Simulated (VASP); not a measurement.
# GdO (F-43m) in VASP: a series of runs

The runs below take GdO through single point, with PBE.

All numbers are computed with VASP 6.6.1; they aren't measurements. Logs are shortened: lines on timing, memory, paths and dates and some standing lists are left out, and cuts for length are marked.

## 1. The cell of the first run

It takes space group F-43m (No. 216, cubic). The conventional cell has a = 5.387 Å, b = 5.387 Å, c = 5.387 Å, α = 90.00°, β = 90.00°, γ = 90.00°. Within 3.1 Å of Gd (site symmetry -43m) lie 4 O at 2.33 Å. Within 3.1 Å of O (site symmetry -43m) lie 4 Gd at 2.33 Å.

## 2. Single point, PBE, collinear spin, ferromagnetic start (19.54 Å³/atom)

File INCAR:

```
ALGO = Normal
EDIFF = 1E-6
ENCUT = 600
GGA = PE
GGA_COMPAT = False
ISIF = 2
ISMEAR = 0
ISPIN = 2
LASPH = True
LCHARG = False
LMAXMIX = 6
LORBIT = 11
LREAL = False
LWAVE = False
MAGMOM = 7.49 0
NBANDS = 23
NELM = 200
PREC = Accurate
SIGMA = 0.05
```

File KPOINTS:

```
k-points
0
Gamma
  6 6 6
```

File POSCAR:

```
GdO
1.0
    0.0000000000      2.6933771097      2.6933771097
    2.6933771097      0.0000000000      2.6933771097
    2.6933771097      2.6933771097      0.0000000000
Gd O
1 1
Direct
    0.0000000000      0.0000000000      0.0000000000
    0.2500000000      0.2500000000      0.2500000000
```

Potentials or basis: VASP PAW PBE potentials, release 64 (Gd, O).

Started as:

```
$ cat potpaw_PBE.64/Gd/POTCAR potpaw_PBE.64/O/POTCAR > POTCAR
$ mpirun -np 1 vasp_std > vasp.out
```

OUTCAR:

```text
EDIFF = 1E-6
   ENCUT = 600
   GGA = PE
   ISIF = 2
   ISMEAR = 0
   ISPIN = 2
   LASPH = True
   LORBIT = 11
   LREAL = False
   NELM = 200
   PREC = Accurate

 ion  position               nearest neighbor table
   1  0.000  0.000  0.000-   2 2.33   2 2.33   2 2.33   2 2.33
   2  0.250  0.250  0.250-   1 2.33   1 2.33   1 2.33   1 2.33

  LATTYP: Found a face centered cubic cell.
 ALAT       =     5.3867542194

  Lattice vectors:

 A1 = (   0.0000000000,   2.6933771097,   2.6933771097)
 A2 = (   2.6933771097,   0.0000000000,   2.6933771097)
 A3 = (   2.6933771097,   2.6933771097,   0.0000000000)

Analysis of symmetry for initial positions (statically):
=====================================================================
 Subroutine PRICEL returns:
 Original cell was already a primitive cell.

 Routine SETGRP: Setting up the symmetry group for a
 face centered cubic supercell.

 Subroutine GETGRP returns: Found 24 space group operations
 (whereof 24 operations were pure point group operations)
 out of a pool of 48 trial point group operations.

The static configuration has the point symmetry T_d .

Analysis of symmetry for dynamics (positions and initial velocities):
=====================================================================
 Subroutine PRICEL returns:
 Original cell was already a primitive cell.

 Routine SETGRP: Setting up the symmetry group for a
 face centered cubic supercell.

 Subroutine GETGRP returns: Found 24 space group operations
 (whereof 24 operations were pure point group operations)
 out of a pool of 48 trial point group operations.

The dynamic configuration has the point symmetry T_d .

Analysis of structural, dynamic, and magnetic symmetry:
=====================================================================
 Subroutine PRICEL returns:
 Original cell was already a primitive cell.

 Routine SETGRP: Setting up the symmetry group for a
 face centered cubic supercell.

 Subroutine GETGRP returns: Found 24 space group operations
 (whereof 24 operations were pure point group operations)
 out of a pool of 48 trial point group operations.

The overall configuration has the point symmetry T_d .

 Subroutine INISYM returns: Found 24 space group operations
 (whereof 24 operations are pure point group operations),
 and found     1 'primitive' translations

----------------------------------------------------------------------------------------

                                     Primitive cell

  volume of cell :      39.0770

  direct lattice vectors                    reciprocal lattice vectors
     0.000000000  2.693377110  2.693377110    -0.185640547  0.185640547  0.185640547
     2.693377110  0.000000000  2.693377110     0.185640547 -0.185640547  0.185640547
     2.693377110  2.693377110  0.000000000     0.185640547  0.185640547 -0.185640547

  length of vectors
     3.809010437  3.809010437  3.809010437     0.321538859  0.321538859  0.321538859

  position of ions in fractional coordinates (direct lattice)
     0.000000000  0.000000000  0.000000000
     0.250000000  0.250000000  0.250000000

  ion indices of the primitive-cell ions
   primitive index   ion index
                 1           1
                 2           2

----------------------------------------------------------------------------------------

 KPOINTS: k-points

Automatic generation of k-mesh.
 Grid dimensions read from file:
 generate k-points for:    6    6    6

 Generating k-lattice:

  Cartesian coordinates                     Fractional coordinates (reciprocal lattice)
    -0.030940091  0.030940091  0.030940091     0.166666667  0.000000000  0.000000000
     0.030940091 -0.030940091  0.030940091     0.000000000  0.166666667  0.000000000
     0.030940091  0.030940091 -0.030940091     0.000000000  0.000000000  0.166666667

  Length of vectors
     0.053589810  0.053589810  0.053589810

  Shift w.r.t. Gamma in fractional coordinates (k-lattice)
     0.000000000  0.000000000  0.000000000

 Subroutine IBZKPT returns following result:
 ===========================================

 Found     16 irreducible k-points:

 Following reciprocal coordinates:
            Coordinates               Weight
  0.000000  0.000000  0.000000      1.000000
  0.166667  0.000000  0.000000      8.000000
  0.333333  0.000000  0.000000      8.000000
  0.500000  0.000000  0.000000      4.000000
  0.166667  0.166667  0.000000      6.000000
  0.333333  0.166667  0.000000     24.000000
[... 8 lines left out ...]
 -0.333333  0.333333  0.166667     24.000000
 -0.333333  0.500000  0.166667     12.000000
   k-points           NKPTS =     16   k-points in BZ     NKDIM =     16   number of bands    NBANDS=     23
   number of dos      NEDOS =    301   number of ions     NIONS =      2
   total plane-waves  NPLWV =  27000
   dimension x,y,z NGX =    30 NGY =   30 NGZ =   30
   dimension x,y,z NGXF=    60 NGYF=   60 NGZF=   60
   ions per type =               1   1
[... 86 lines left out ...]
      4     -18.6383      1.00000
      5     -15.1028      1.00000
      6      -1.9198      1.00000
[... 15 lines left out ...]
     22      13.3147      0.00000
     23      16.3150      0.00000

 k-point     3 :       0.3333    0.0000    0.0000
  band No.  band energies     occupation
      1     -41.3211      1.00000
      2     -19.3636      1.00000
      3     -18.6783      1.00000
      4     -18.6783      1.00000
      5     -14.7162      1.00000
      6      -1.7437      1.00000
[... 15 lines left out ...]
     22      11.5411      0.00000
     23      17.3797      0.00000
[... 287 lines left out ...]
 k-point    15 :      -0.3333    0.3333    0.1667
  band No.  band energies     occupation
      1     -41.3013      1.00000
      2     -19.5354      1.00000
      3     -18.9333      1.00000
      4     -18.7785      1.00000
      5     -14.3361      1.00000
      6      -1.7510      1.00000
[... 15 lines left out ...]
     22      12.3279      0.00000
     23      14.8345      0.00000

 k-point    16 :      -0.3333    0.5000    0.1667
  band No.  band energies     occupation
      1     -41.2981      1.00000
      2     -19.5816      1.00000
      3     -18.9142      1.00000
      4     -18.8270      1.00000
      5     -14.2847      1.00000
      6      -1.9729      1.00000
[... 15 lines left out ...]
     22      12.2389      0.00000
     23      13.9646      0.00000
 Fermi energy:         4.1862857903

 spin component 2

 k-point     1 :       0.0000    0.0000    0.0000
  band No.  band energies     occupation
      1     -38.1860      1.00000
      2     -16.3070      1.00000
      3     -16.3070      1.00000
      4     -16.3070      1.00000
      5     -15.3171      1.00000
      6      -1.4660      1.00000
[... 15 lines left out ...]
     22      16.5832      0.00000
     23      16.5843      0.00000

 k-point     2 :       0.1667    0.0000    0.0000
  band No.  band energies     occupation
      1     -38.1729      1.00000
      2     -16.9249      1.00000
      3     -16.3328      1.00000
      4     -16.3328      1.00000
      5     -14.7489      1.00000
      6      -1.5233      1.00000
[... 15 lines left out ...]
     22      14.3170      0.00000
     23      17.2007      0.00000

 k-point     3 :       0.3333    0.0000    0.0000
  band No.  band energies     occupation
      1     -38.1464      1.00000
      2     -17.6145      1.00000
      3     -16.3837      1.00000
      4     -16.3837      1.00000
      5     -14.1805      1.00000
      6      -1.2979      1.00000
[... 15 lines left out ...]
     22      12.7414      0.00000
     23      18.5823      0.00000
[... 287 lines left out ...]
 k-point    15 :      -0.3333    0.3333    0.1667
  band No.  band energies     occupation
      1     -38.1199      1.00000
      2     -17.9193      1.00000
      3     -16.6997      1.00000
      4     -16.5126      1.00000
      5     -13.6363      1.00000
      6      -1.2317      1.00000
[... 15 lines left out ...]
     22      13.5410      0.00000
     23      16.2624      0.00000

 k-point    16 :      -0.3333    0.5000    0.1667
  band No.  band energies     occupation
      1     -38.1155      1.00000
      2     -17.9787      1.00000
      3     -16.6757      1.00000
      4     -16.5752      1.00000
      5     -13.5715      1.00000
      6      -1.5814      1.00000
[... 15 lines left out ...]
     22      13.5383      0.00000
     23      15.0373      0.00000

------------------------ aborting loop because EDIFF is reached ----------------------------------------

  FORCE on cell =-STRESS in cart. coord.  units (eV):
  Direction    XX          YY          ZZ          XY          YZ          ZX
  --------------------------------------------------------------------------------------
  -------------------------------------------------------------------------------------
  Total        0.0116353      0.0116353      0.0116353      0.0000000      0.0000000      0.0000000
  in kB        0.4770535      0.4770535      0.4770535      0.0000000      0.0000000      0.0000000
  external PRESSURE =       0.4770535 kB  Pullay stress =       0.0000000 kB

 VOLUME and BASIS-vectors are now :
 -----------------------------------------------------------------------------
  energy-cutoff  :      600.00
  volume of cell :       39.08
      direct lattice vectors                 reciprocal lattice vectors
     0.000000000  2.693377110  2.693377110    -0.185640547  0.185640547  0.185640547
     2.693377110  0.000000000  2.693377110     0.185640547 -0.185640547  0.185640547
     2.693377110  2.693377110  0.000000000     0.185640547  0.185640547 -0.185640547

 POSITION                                       TOTAL-FORCE (eV/Angst)
 -----------------------------------------------------------------------------------
      0.00000      0.00000      0.00000         0.000000      0.000000      0.000000
      1.34669      1.34669      1.34669        -0.000000     -0.000000     -0.000000
 -----------------------------------------------------------------------------------
    total drift:                                0.000000      0.000000     -0.000000

  FREE ENERGIE OF THE ION-ELECTRON SYSTEM (eV)
  ---------------------------------------------------
  free  energy   TOTEN  =       -22.0447185886 eV

  energy  without entropy=      -22.0409804407  energy(sigma->0) =      -22.04284951

 total charge

# of ion       s       p       d       f       tot
--------------------------------------------------
    1        2.032   5.634   0.479   7.077  15.222
    2        1.565   3.432   0.000   0.000   4.997
--------------------------------------------------
tot          3.597   9.066   0.479   7.077  20.219

 magnetization (x)

# of ion       s       p       d       f       tot
--------------------------------------------------
    1       -0.001  -0.055   0.179   6.740   6.863
    2        0.001  -0.022   0.000   0.000  -0.020
--------------------------------------------------
tot          0.001  -0.077   0.179   6.740   6.842
```

Run time: 83 s. Hardware: 1 thread of Intel Xeon 8259CL, shared host; peak memory 0.21 GiB.

Results:

| Property | Result |
| --- | --- |
| Free energy | -22.0447 eV |
| Pressure | 0.0 GPa |
| Net moment | 7.53 μB per cell |
| Site moments | Gd +6.86; O -0.02 μB |
| Valence electrons inside the program's atomic spheres | Gd 15.22; O 5.00 |

Levels at points of the mesh, in eV from the Fermi level:
Spin up:
```tsv
k point	band 14	band 15	band 16	band 17	band 18	band 19
(0.00, 0.00, 0.00)	-4.66	-4.66	-2.20	2.56	2.56	4.52
(0.50, 0.00, 0.00)	-4.54	-4.54	0.18	2.43	2.43	2.99
(0.50, 0.50, 0.00)	-4.17	-4.17	-0.90	1.00	4.15	4.66
```
Spin down:
```
           k point  band 5  band 6  band 7  band 8  band 9  band 10  band 11  band 12
(0.00, 0.00, 0.00)  -19.50   -5.65   -5.65   -5.65   -1.48     0.42     0.42     0.42
(0.50, 0.00, 0.00)  -18.18   -5.25   -5.25   -5.22    0.10     0.30     0.47     0.47
(0.50, 0.50, 0.00)  -17.82   -6.19   -4.55   -4.55    0.24     0.30     0.44     0.45
```

Caveat: spin-orbit coupling is left out, which moves the levels of the heavy elements; a cell with one magnetic atom can't hold antiferromagnetic order, which such compounds often take; semilocal functionals describe open f shells poorly, which spoils levels, moments and volumes. With open d or f shells a metallic result of PBE can be an artefact of self-interaction; +U or a hybrid may open a gap.

## 3. Single point, PBE, collinear spin, ferromagnetic start

This run uses another cell than the first one, of 19.88 Å³/atom.

File INCAR:

```
PREC = Accurate ; ENCUT = 600
EDIFF = 1E-6 ; ISMEAR = 0
SIGMA = 0.05 ; LREAL = F
LASPH = T ; NELM = 200
ALGO = Normal ; ISIF = 2
LWAVE = F ; LCHARG = F
ISPIN = 2 ; MAGMOM = 7 0
LORBIT = 11 ; LMAXMIX = 6
GGA = PE ; NBANDS = 23
GGA_COMPAT = F
```

File KPOINTS:

```
Automatic mesh
0
Gamma
  6 6 6
```

File POSCAR:

```
GdO
1.0
    0.0000000000      2.7089702674      2.7089702674
    2.7089702674      0.0000000000      2.7089702674
    2.7089702674      2.7089702674      0.0000000000
Gd O
1 1
Direct
    0.0000000000      0.0000000000      0.0000000000
    0.2500000000      0.2500000000      0.2500000000
```

Potentials or basis: VASP PAW PBE potentials, release 64 (Gd, O).

Started as:

```
$ cat potpaw_PBE.64/Gd/POTCAR potpaw_PBE.64/O/POTCAR > POTCAR
$ mpirun -np 1 vasp_std > vasp.out
```

It took 60 s on 1 thread of Intel Xeon 8259CL, shared host; peak memory 0.22 GiB.

The run converged. Its results:

```
Free energy                                           : -22.0423 eV
Pressure                                              : -1.5 GPa
Net moment                                            : 7.53 μB per cell
Site moments                                          : Gd +6.86; O -0.02 μB
Valence electrons inside the program's atomic spheres : Gd 15.21; O 4.99
```

Levels at points of the mesh, in eV from the Fermi level:
Spin up:
```tsv
k point	band 12	band 13	band 14	band 15	band 16	band 17	band 18	band 19	band 20	band 21
(0.00, 0.00, 0.00)	-4.81	-4.66	-4.66	-4.66	-2.21	2.55	2.55	4.45	4.45	4.45
(0.50, 0.00, 0.00)	-4.81	-4.59	-4.54	-4.54	0.19	2.41	2.41	2.96	4.56	4.56
(0.50, 0.50, 0.00)	-4.85	-4.60	-4.16	-4.16	-0.88	1.01	4.10	4.59	4.59	7.11
```
Spin down:
```
           k point  band 5  band 6  band 7  band 8  band 9  band 10  band 11  band 12
(0.00, 0.00, 0.00)  -19.41   -5.55   -5.55   -5.55   -1.46     0.40     0.40     0.40
(0.50, 0.00, 0.00)  -18.17   -5.16   -5.16   -5.16    0.10     0.29     0.45     0.45
(0.50, 0.50, 0.00)  -17.83   -6.09   -4.49   -4.49    0.24     0.30     0.42     0.44
```

Caveat: spin-orbit coupling is left out, which moves the levels of the heavy elements; a cell with one magnetic atom can't hold antiferromagnetic order, which such compounds often take; semilocal functionals describe open f shells poorly, which spoils levels, moments and volumes.

## 4. Single point, PBE, collinear spin, ferromagnetic start (19.67 Å³/atom)

This run uses another cell than the first one, of 19.67 Å³/atom.

File INCAR:

```
PREC = Accurate
ENCUT = 600
EDIFF = 1E-6
ISMEAR = 0
SIGMA = 0.05
LREAL = False
LASPH = True
NELM = 200
ALGO = Normal
ISIF = 2
LWAVE = False
LCHARG = False
ISPIN = 2
MAGMOM = 7.49 0
LORBIT = 11
LMAXMIX = 6
GGA = PE
NBANDS = 23
GGA_COMPAT = False
```

KPOINTS is that of step 3.

File POSCAR:

```
GdO
1.0
    0.0000000000      2.6993211525      2.6993211525
    2.6993211525      0.0000000000      2.6993211525
    2.6993211525      2.6993211525      0.0000000000
Gd O
1 1
Direct
    0.0000000000      0.0000000000      0.0000000000
    0.2500000000      0.2500000000      0.2500000000
```

Started as:

```
$ cat potpaw_PBE.64/Gd/POTCAR potpaw_PBE.64/O/POTCAR > POTCAR
$ mpirun -np 1 vasp_std > vasp.out
```

Run time: 80 s. Hardware: 1 thread of Intel Xeon 8259CL, shared host; peak memory 0.21 GiB.

It converged, with:

```yaml
Free_energy: -22.0446 eV
Pressure: -0.6 GPa
Net_moment: 7.53 μB per cell
Site_moments: Gd +6.86; O -0.02 μB
Valence_electrons_inside_the_program's_atomic_spheres: Gd 15.22; O 4.99
```

Levels at points of the mesh, in eV from the Fermi level:
Spin up:
| k point | band 13 | band 14 | band 15 | band 16 | band 17 | band 18 | band 19 | band 20 |
| --- | --- | --- | --- | --- | --- | --- | --- | --- |
| (0.00, 0.00, 0.00) | -4.66 | -4.66 | -4.66 | -2.20 | 2.56 | 2.56 | 4.49 | 4.49 |
| (0.50, 0.00, 0.00) | -4.59 | -4.54 | -4.54 | 0.19 | 2.42 | 2.42 | 2.98 | 4.60 |
| (0.50, 0.50, 0.00) | -4.59 | -4.17 | -4.17 | -0.89 | 1.00 | 4.13 | 4.63 | 4.63 |
Spin down:
| k point | band 5 | band 6 | band 7 | band 8 | band 9 | band 10 | band 11 | band 12 |
| --- | --- | --- | --- | --- | --- | --- | --- | --- |
| (0.00, 0.00, 0.00) | -19.47 | -5.61 | -5.61 | -5.61 | -1.47 | 0.41 | 0.41 | 0.41 |
| (0.50, 0.00, 0.00) | -18.17 | -5.22 | -5.22 | -5.19 | 0.10 | 0.29 | 0.46 | 0.46 |
| (0.50, 0.50, 0.00) | -17.82 | -6.15 | -4.53 | -4.53 | 0.24 | 0.30 | 0.43 | 0.45 |

Caveat: spin-orbit coupling is left out, which moves the levels of the heavy elements; a cell with one magnetic atom can't hold antiferromagnetic order, which such compounds often take; semilocal functionals describe open f shells poorly, which spoils levels, moments and volumes. The state reached can hang on the start; a lower one may exist.

## 5. The runs side by side

```tsv
cell	gap on the mesh (eV)	pressure (GPa)	moment (μB)
a = 3.809 Å, angles 60.0°, 2 atoms	none	0.0	7.53
a = 3.831 Å, angles 60.0°, 2 atoms	none	-1.5	7.53
a = 3.817 Å, angles 60.0°, 2 atoms	none	-0.6	7.53
```

Alike in all rows: task single point; level PBE; potentials or basis VASP PAW PBE potentials, release 64 (Gd, O); spin collinear, ferromagnetic start; k mesh 6 × 6 × 6; cutoff (eV) 600; smearing gaussian 0.05 eV.

Caveats: spin-orbit coupling is left out, which moves the levels of the heavy elements; a cell with one magnetic atom can't hold antiferromagnetic order, which such compounds often take; semilocal functionals describe open f shells poorly, which spoils levels, moments and volumes.

Absolute energies hang on the potentials; compare differences alone.
